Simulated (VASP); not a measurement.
Write the native input for VASP 6.6.1 that does the following.

| Quantity | Value |
| --- | --- |
| Task | single point |
| Functional | HSE06 |
| Potentials or basis | VASP PAW PBE potentials, release 64 (Cd_sv_GW, S) |
| Cutoff | 470 eV |
| k mesh | 4 × 4 × 3 |
| Occupations | fermi-dirac, width 0.05 eV |
| Spin | no spin polarisation |
| Dipole correction | no |
| Grid for exact exchange (PRECFOCK) | Normal |
| Further INCAR settings | ALGO = Normal; EDIFF = 1e-06; NBANDS = 20 |
| Share of exact exchange | 0.25 |
| Screening parameter | 0.2079 1/Å |

The system is CdS.

```
CELL_PARAMETERS angstrom
4.22662 0.00000 0.00000
-2.11331 3.66036 0.00000
0.00000 0.00000 5.83725
ATOMIC_POSITIONS crystal
Cd 0.00000 0.00000 0.43804
S 0.66667 0.33333 0.43896
```

One way to write it, as run:

POSCAR

```
CdS
1.0
    4.2266229725      0.0000000000      0.0000000000
   -2.1133114863      3.6603628664      0.0000000000
    0.0000000000      0.0000000000      5.8372465945
Cd S
1 1
Direct
    0.0000000000      0.0000000000      0.4380403527
    0.6666666667      0.3333333333      0.4389596473
```

INCAR.step1

```
SYSTEM = CdS
ALGO = Normal
EDIFF = 1E-5
ENCUT = 470
GGA = PE
GGA_COMPAT = .False.
ISIF = 2
ISMEAR = -1
LASPH = .True.
LCHARG = .False.
LREAL = .False.
LWAVE = .True.
NBANDS = 20
NELM = 120
PREC = Accurate
SIGMA = 0.05
```

INCAR.step2

```
SYSTEM = CdS
ALGO = Normal
EDIFF = 1E-6
ENCUT = 470
GGA = PE
GGA_COMPAT = .False.
HFSCREEN = 0.2079
ISIF = 2
ISMEAR = -1
ISTART = 1
LASPH = .True.
LCHARG = .False.
LHFCALC = .True.
LREAL = .False.
LWAVE = .False.
NBANDS = 20
NELM = 120
PREC = Accurate
PRECFOCK = Normal
SIGMA = 0.05
```

KPOINTS

```
k-points
0
Gamma
  4 4 3
  0 0 0
```

Potentials or basis: VASP PAW PBE potentials, release 64 (Cd_sv_GW, S).

Run with:

```console
$ cat potpaw_PBE.64/Cd_sv_GW/POTCAR potpaw_PBE.64/S/POTCAR > POTCAR
$ cp INCAR.step1 INCAR
$ mpirun -np 1 vasp_std > vasp.out
$ cp INCAR.step2 INCAR
$ mpirun -np 1 vasp_std > vasp.out
```

It gave:

The pressure is -0.8 GPa and the band gap on the k mesh is 2.54 eV.

Caveat: the k points lie up to 0.43 Å⁻¹ apart; the PAW data sets were made with another functional, which shifts forces and pressure a little.

It took 16 min on 1 thread of Intel(R) Xeon(R) Platinum 8259CL CPU @ 2.50GHz (Skylake/Cascade Lake), on a shared host, peak memory 0.32 GiB.
